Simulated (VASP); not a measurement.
# P (Cmce) in VASP: a series of runs

Runs on P. Level: PBE. Tasks: single point.

All numbers are computed with VASP 6.6.1; they aren't measurements. Logs are shortened: lines on timing, memory, paths and dates and some standing lists are left out, and cuts for length are marked.

### Step 1. The cell of the first run

It takes space group Cmce (No. 64, orthorhombic). The conventional cell has a = 3.261 Å, b = 11.116 Å, c = 4.626 Å, α = 90.00°, β = 90.00°, γ = 90.00°. P (site symmetry m) has 3 P at 2.23 to 2.24 Å within 2.9 Å.

### Step 2. Single point, PBE (strain -0.015 along x and y, +0.015 along z)

INCAR

```
SYSTEM = P
  ALGO = Normal
  EDIFF = 1E-6
  ENCUT = 520
  GGA = PE
  ISIF = 2
  ISMEAR = 0
  LASPH = .True.
  LCHARG = .False.
  LREAL = .False.
  LWAVE = .False.
  NBANDS = 18
  NELM = 60
  PREC = Accurate
  SIGMA = 0.03
```

KPOINTS

```
k-points
0
Gamma
  10 10 8
  0 0 0
```

POSCAR

```
P
1.0
    1.6303879836     -5.5580769820      0.0000000000
    1.6303879836      5.5580769820      0.0000000000
    0.0000000000      0.0000000000      4.6261394078
P
4
Direct
    0.0940707809      0.9059292191      0.9137202394
    0.5940707809      0.4059292191      0.5862797606
    0.9059292191      0.0940707809      0.0862797606
    0.4059292191      0.5940707809      0.4137202394
```

Potentials or basis: VASP PAW PBE potentials, release 64 (P).

Launch:

```sh
$ cat potpaw_PBE.64/P/POTCAR > POTCAR
$ mpirun -np 1 vasp_std > vasp.out
```

OUTCAR:

```text
SYSTEM = P
   EDIFF = 1E-6
   ENCUT = 520
   GGA = PE
   ISIF = 2
   ISMEAR = 0
   LASPH = .True.
   LREAL = .False.
   NELM = 60
   PREC = Accurate

 ion  position               nearest neighbor table
   1  0.094  0.906  0.914-   2 2.23   2 2.23   3 2.24
   2  0.594  0.406  0.586-   1 2.23   1 2.23   4 2.24
   3  0.906  0.094  0.086-   4 2.23   4 2.23   1 2.24
   4  0.406  0.594  0.414-   3 2.23   3 2.23   2 2.24

  LATTYP: Found a base centered orthorhombic cell.
 ALAT       =     3.2607759672
 B/A-ratio  =     3.4090517336
 C/A-ratio  =     1.4187234739

  Lattice vectors:

 A1 = (   1.6303879836,  -5.5580769820,   0.0000000000)
 A2 = (   1.6303879836,   5.5580769820,   0.0000000000)
 A3 = (   0.0000000000,   0.0000000000,   4.6261394078)

Analysis of symmetry for initial positions (statically):
=====================================================================
 Subroutine PRICEL returns:
 Original cell was already a primitive cell.

 Routine SETGRP: Setting up the symmetry group for a
 base centered orthorhombic supercell.

 Subroutine GETGRP returns: Found  8 space group operations
 (whereof  4 operations were pure point group operations)
 out of a pool of  8 trial point group operations.

The static configuration has the point symmetry C_2h.
 The point group associated with its full space group is D_2h.

Analysis of symmetry for dynamics (positions and initial velocities):
=====================================================================
 Subroutine PRICEL returns:
 Original cell was already a primitive cell.

 Routine SETGRP: Setting up the symmetry group for a
 base centered orthorhombic supercell.

 Subroutine GETGRP returns: Found  8 space group operations
 (whereof  4 operations were pure point group operations)
 out of a pool of  8 trial point group operations.

The dynamic configuration has the point symmetry C_2h.
 The point group associated with its full space group is D_2h.

 Subroutine INISYM returns: Found  8 space group operations
 (whereof  4 operations are pure point group operations),
 and found     1 'primitive' translations

----------------------------------------------------------------------------------------

                                     Primitive cell

  volume of cell :      83.8425

  direct lattice vectors                    reciprocal lattice vectors
     1.630387984 -5.558076982  0.000000000     0.306675469 -0.089959171  0.000000000
     1.630387984  5.558076982  0.000000000     0.306675469  0.089959171  0.000000000
     0.000000000  0.000000000  4.626139408     0.000000000  0.000000000  0.216162963

  length of vectors
     5.792269392  5.792269392  4.626139408     0.319597397  0.319597397  0.216162963

  position of ions in fractional coordinates (direct lattice)
     0.094070781  0.905929219  0.913720239
     0.594070781  0.405929219  0.586279761
     0.905929219  0.094070781  0.086279761
     0.405929219  0.594070781  0.413720239

  ion indices of the primitive-cell ions
   primitive index   ion index
                 1           1
                 2           2
                 3           3
                 4           4

----------------------------------------------------------------------------------------

 KPOINTS: k-points

Automatic generation of k-mesh.
 Grid dimensions read from file:
 generate k-points for:   10   10    8

 Generating k-lattice:

  Cartesian coordinates                     Fractional coordinates (reciprocal lattice)
     0.030667547 -0.008995917  0.000000000     0.100000000  0.000000000  0.000000000
     0.030667547  0.008995917  0.000000000     0.000000000  0.100000000  0.000000000
     0.000000000  0.000000000  0.027020370     0.000000000  0.000000000  0.125000000

  Length of vectors
     0.031959740  0.031959740  0.027020370

  Shift w.r.t. Gamma in fractional coordinates (k-lattice)
     0.000000000  0.000000000  0.000000000

 Subroutine IBZKPT returns following result:
 ===========================================

 Found    155 irreducible k-points:

 Following reciprocal coordinates:
            Coordinates               Weight
  0.000000  0.000000  0.000000      1.000000
  0.100000  0.000000  0.000000      4.000000
  0.200000  0.000000  0.000000      4.000000
  0.300000  0.000000  0.000000      4.000000
  0.400000  0.000000  0.000000      4.000000
  0.500000  0.000000  0.000000      2.000000
[... 16 lines left out ...]
  0.300000  0.300000  0.000000      2.000000
  0.400000  0.300000  0.000000      4.000000
 [... further k-points ...]
   k-points           NKPTS =    155   k-points in BZ     NKDIM =    155   number of bands    NBANDS=     18
   number of dos      NEDOS =    301   number of ions     NIONS =      4
   total plane-waves  NPLWV =  82944
   dimension x,y,z NGX =    48 NGY =   48 NGZ =   36
   dimension x,y,z NGXF=    96 NGYF=   96 NGZF=   72
   ions per type =               4
   NGX,Y,Z   is equivalent  to a cutoff of  13.78, 13.78, 12.94 a.u.
   NGXF,Y,Z  is equivalent  to a cutoff of  27.55, 27.55, 25.87 a.u.
 SYSTEM =  P
   PREC   = accura    normal or accurate (medium, high low for compatibility)
   ISTART =      0    job   : 0-new  1-cont  2-samecut
   ICHARG =      2    charge: 1-file 2-atom 10-const
   ISPIN  =      1    spin polarized calculation?
   LNONCOLLINEAR =      F non collinear calculations
   LSORBIT =      F    spin-orbit coupling
   LASPH  =      T    aspherical Exc in radial PAW
   ENCUT  =  520.0 eV  38.22 Ry    6.18 a.u.  10.77 10.77  8.60*2*pi/ulx,y,z
   NELM   =     60;   NELMIN=  2; NELMDL= -5     # of ELM steps
   EDIFF  = 0.1E-05   stopping-criterion for ELM
   LREAL  =      F    real-space projection
   EDIFFG = 0.1E-04   stopping-criterion for IOM
   NSW    =      0    number of steps for IOM
   IBRION =     -1    ionic relax: 0-MD 1-quasi-New 2-CG
   NFREE  =      0    steps in history (QN), initial steepest desc. (CG)
   ISIF   =      2    stress and relaxation
   ISYM   =      2    0-nonsym 1-usesym 2-fastsym
   POTIM  = 0.5000    time-step for ionic-motion
   TEBEG  =    0.0;   TEEND  =   0.0 temperature during run
   PSTRESS=    0.0 pullay stress
   NELECT =      20.0000    total number of electrons
   NUPDOWN=      -1.0000    fix difference up-down
   EMIN   =  10.00;   EMAX   =-10.00  energy-range for DOS
   EFERMI =   0.00;   METHOD = LEGACY
   ISMEAR =     0;   SIGMA  =   0.03  broadening in eV -4-tet -1-fermi 0-gaus
   EFERMI_NEDOS =   21; number of points for ismear=-14 and -15
   IALGO  =     38    algorithm
   IMIX   =      4    mixing-type and parameters
     AMIX     =   0.40;   BMIX     =  1.00
     AMIX_MAG =   1.60;   BMIX_MAG =  1.00
  volume/ion in A,a.u.               =      20.96       141.45
  Fermi-wavevector in a.u.,A,eV,Ry     =   1.015306  1.918649 14.025502  1.030845
  Thomas-Fermi vector in A             =   2.148584
   LORBIT       =      0    0 simple, 1 ext, 2 COOP (PROOUT), +10 PAW based schemes
   GGA     = PE    functional components
   LHFCALC =     F    Hartree Fock is set to
   AEXX    =    0.0000 exact exchange contribution
   IVDW    =     0    specifies the selected vdW correction
   LEPSILON=     F    determine dielectric tensor
   LRPA    =     F    only Hartree local field effects (RPA)
 non-spin polarized calculation
 Gauss-broadening in eV      SIGMA  =   0.03
  energy-cutoff  :      520.00
  volume of cell :       83.84
 maximum number of plane-waves:      2278
 NGX is ok and might be reduce to    48
   NGX = 21   NGY = 21   NGZ = 17

 number of electron      20.0000001 magnetization

 Free energy of the ion-electron system (eV)
  ---------------------------------------------------
  ext. energy  EPLUGINS =         0.00000000
  ---------------------------------------------------
  free energy    TOTEN  =       -21.49087608 eV

  energy without entropy =      -21.49087608  energy(sigma->0) =      -21.49087608

 E-fermi :   5.6204     XC(G=0):  -9.2980

 val. band max:        5.4665307554   @ k =   0.5000   0.5000   0.0000
 cond. band min:       5.7523221124   @ k =   0.5000   0.5000   0.0000
 fundamental gap:      0.2857913570
 Fermi energy:         5.6204282155

 k-point     1 :       0.0000    0.0000    0.0000
  band No.  band energies     occupation
      1     -10.0895      2.00000
      2      -7.3516      2.00000
      3      -4.3541      2.00000
      4      -1.0547      2.00000
      5       0.4642      2.00000
      6       0.6161      2.00000
[... 10 lines left out ...]
     17      12.3522      0.00000
     18      12.8303      0.00000

 k-point     2 :       0.1000    0.0000    0.0000
  band No.  band energies     occupation
      1      -9.9651      2.00000
      2      -7.2311      2.00000
      3      -4.3808      2.00000
      4      -0.9468      2.00000
      5       0.3359      2.00000
      6       0.7138      2.00000
[... 10 lines left out ...]
     17      12.0104      0.00000
     18      12.3674      0.00000

 k-point     3 :       0.2000    0.0000    0.0000
  band No.  band energies     occupation
      1      -9.5947      2.00000
      2      -6.8699      2.00000
      3      -4.5623      2.00000
      4      -0.6384      2.00000
      5      -0.3762      2.00000
      6       0.1034      2.00000
[... 10 lines left out ...]
     17      10.6852      0.00000
     18      12.2349      0.00000

 k-point     4 :       0.3000    0.0000    0.0000
  band No.  band energies     occupation
      1      -8.9878      2.00000
      2      -6.2696      2.00000
      3      -5.1313      2.00000
      4      -1.7018      2.00000
      5      -0.4804      2.00000
      6      -0.1985      2.00000
[... 375 lines left out ...]
      4      -0.9116      2.00000
      5       0.2823      2.00000
      6       0.4976      2.00000
[... 10 lines left out ...]
     17      11.7630      0.00000
     18      12.5096      0.00000

 k-point    23 :       0.3000    0.3000    0.0000
  band No.  band energies     occupation
      1      -8.1005      2.00000
      2      -6.1311      2.00000
      3      -5.5997      2.00000
      4      -2.9603      2.00000
      5      -0.4052      2.00000
      6       0.3154      2.00000
[... 10 lines left out ...]
     17      11.6927      0.00000
     18      12.5610      0.00000

 k-point    24 :       0.4000    0.3000    0.0000
  band No.  band energies     occupation
      1      -8.9077      2.00000
      2      -6.4692      2.00000
      3      -5.1487      2.00000
      4      -1.5740      2.00000
      5      -0.4970      2.00000
      6       0.1582      2.00000
[... 10 lines left out ...]
     17      11.7715      0.00000
     18      11.8624      0.00000

 [... further k-points ...]

------------------------ aborting loop because EDIFF is reached ----------------------------------------

  FORCE on cell =-STRESS in cart. coord.  units (eV):
  Direction    XX          YY          ZZ          XY          YZ          ZX
  --------------------------------------------------------------------------------------
  -------------------------------------------------------------------------------------
  Total        1.0256699      0.9023902     -0.5772363      0.0000000      0.0000000      0.0000000
  in kB       19.5999048     17.2441081    -11.0306218      0.0000000      0.0000000      0.0000000
  external PRESSURE =       8.6044637 kB  Pullay stress =       0.0000000 kB

 VOLUME and BASIS-vectors are now :
 -----------------------------------------------------------------------------
  energy-cutoff  :      520.00
  volume of cell :       83.84
      direct lattice vectors                 reciprocal lattice vectors
     1.630387984 -5.558076982  0.000000000     0.306675469 -0.089959171  0.000000000
     1.630387984  5.558076982  0.000000000     0.306675469  0.089959171  0.000000000
     0.000000000  0.000000000  4.626139408     0.000000000  0.000000000  0.216162963

 POSITION                                       TOTAL-FORCE (eV/Angst)
 -----------------------------------------------------------------------------------
      1.63039      4.51237      4.22700         0.000000     -0.180571     -0.237993
      1.63039     -1.04571      2.71221         0.000000     -0.180571      0.237993
      1.63039     -4.51237      0.39914         0.000000      0.180571      0.237993
      1.63039      1.04571      1.91393         0.000000      0.180571     -0.237993
 -----------------------------------------------------------------------------------
    total drift:                                0.000000      0.000000      0.000000

  FREE ENERGIE OF THE ION-ELECTRON SYSTEM (eV)
  ---------------------------------------------------
  free  energy   TOTEN  =       -21.4908760807 eV

  energy  without entropy=      -21.4908760807  energy(sigma->0) =      -21.49087608
```

Wall time 2.5 min (1 thread of Intel Xeon 6975P-C (Granite Rapids), shared host); peak memory 0.35 GiB.

What came out:

```yaml
Free_energy: -21.4909 eV
Pressure: 0.9 GPa
Largest_force: 0.299 eV/Å
Band_gap_on_the_k_mesh: 0.29 eV
```

Forces in eV/Å, atoms in the order of the input:
```
P    0.000 -0.181 -0.238
P    0.000 -0.181  0.238
P    0.000  0.181  0.238
P    0.000  0.181 -0.238
```

Levels at points of the mesh, in eV from the valence-band top:
| k point | band 8 | band 9 | band 10 | band 11 | band 12 | band 13 |
| --- | --- | --- | --- | --- | --- | --- |
| (0.00, 0.00, 0.00) | -2.67 | -2.00 | -1.12 | 0.78 | 1.49 | 2.38 |
| (0.50, 0.00, 0.00) | -3.26 | -2.47 | -2.47 | 0.70 | 0.70 | 1.53 |
| (0.50, 0.50, 0.00) | -1.87 | -1.55 | 0.00 | 0.29 | 1.30 | 2.55 |
| (0.00, 0.00, 0.50) | -2.76 | -1.65 | -1.65 | 1.85 | 1.85 | 3.16 |
| (0.50, 0.00, 0.50) | -5.15 | -1.63 | -1.63 | 1.92 | 1.92 | 3.21 |
| (0.50, 0.50, 0.50) | -2.75 | -1.89 | -1.89 | 1.80 | 1.80 | 2.66 |

Caveat: the cell differs from its parent crystal (strain -0.015 along x and y, +0.015 along z); semilocal functionals underestimate gaps, and a narrow one can read as zero. A k mesh can miss the band edges.

[end of part 1 of 2]
